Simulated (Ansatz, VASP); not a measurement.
**One calculation of LiF, two programs**

```xyz
2
Lattice="0.0000 2.0417 2.0417 2.0417 0.0000 2.0417 2.0417 2.0417 0.0000" Properties=species:S:1:pos:R:3 pbc="T T T"
Li    0.0000    0.0000    0.0000
F     2.0417    2.0417    2.0417
```

Alike in both runs: task relaxation of cell and atoms; functional PBE; dispersion D3(BJ); k mesh 8 × 8 × 8; occupations gaussian, width 0.1 eV; no spin polarisation.

```csv
,VASP,Ansatz
version,VASP 6.6.1,Ansatz 0.2.0
potentials or method,"VASP PAW PBE potentials, release 64 (Li_sv, F), cutoff 750 eV","scalar-relativistic, plane waves, PAW"
valence electrons in the cell,10,10
```

|  | VASP | Ansatz | Ansatz less VASP |
| --- | --- | --- | --- |
| gap on the k mesh at the Fermi level, each at its own relaxed structure (eV) | 9.30 | 9.25 | -0.058 |
| relaxed volume (Å³/atom) | 7.97 | 8.03 | +0.062 |
| relaxed cell length with the largest relative difference (Å) | 2.824 | 2.832 | +0.0073 |
